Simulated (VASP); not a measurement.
Ir2Ru: single point with PBE

The system is Ir2Ru.

```
Ru Ir
1.0
     2.74177    0.00000    0.00000
    -1.37088    2.37444    0.00000
     0.00000    0.00000   13.15829
Ru Ir
2 4
Direct
  0.33333 0.66667 0.25000
  0.66667 0.33333 0.75000
  0.33333 0.66667 0.91411
  0.33333 0.66667 0.58589
  0.66667 0.33333 0.08589
  0.66667 0.33333 0.41411
```

| Property | Result |
| --- | --- |
| Program | VASP 6.6.1 |
| Task | single point |
| Functional | PBE |
| Potentials or basis | VASP PAW PBE potentials, release 64 (Ru_pv, Ir) |
| Cutoff | 520 eV |
| k mesh | 18 × 18 × 4 |
| Occupations | gaussian, width 0.1 eV |
| Spin | no spin polarisation |
| Dipole correction | no |
| Further INCAR settings | ALGO = Fast; EDIFF = 1e-06; NBANDS = 41 |

```json
{
 "Pressure": "0.3 GPa",
 "Largest force": "0.022 eV/Å",
 "Band gap on the k mesh": "zero (bands 32 and 33 overlap by 2.65 eV)"
}
```

Forces on the atoms (eV/Å):
```
Ru   0.000  0.000  0.000
Ru   0.000  0.000  0.000
Ir   0.000  0.000 -0.022
Ir   0.000  0.000  0.022
Ir   0.000  0.000  0.022
Ir   0.000  0.000 -0.022
```

Levels at points of the mesh, in eV from the Fermi level:
| k point | band 27 | band 28 | band 29 | band 30 | band 31 | band 32 | band 33 | band 34 | band 35 | band 36 |
| --- | --- | --- | --- | --- | --- | --- | --- | --- | --- | --- |
| (0.00, 0.00, 0.00) | -2.66 | -2.64 | -2.64 | -2.12 | -2.12 | -0.98 | -0.98 | -0.94 | -0.94 | -0.08 |
| (0.50, 0.00, 0.00) | -0.30 | 0.45 | 0.64 | 0.77 | 0.92 | 0.96 | 1.02 | 1.23 | 1.23 | 1.29 |
| (0.00, 0.00, 0.50) | -2.73 | -2.73 | -1.73 | -1.73 | -1.73 | -1.73 | -1.10 | -1.10 | -0.21 | -0.21 |
| (0.50, 0.00, 0.50) | -0.52 | -0.52 | 0.56 | 0.56 | 0.94 | 0.94 | 1.01 | 1.01 | 1.30 | 1.30 |

Wall time 5 min on 1 thread of AMD EPYC 9R45 (Zen 5) (shared host), peak memory 0.39 GiB.

Caveat: spin-orbit coupling is left out, which moves the levels of the heavy elements.
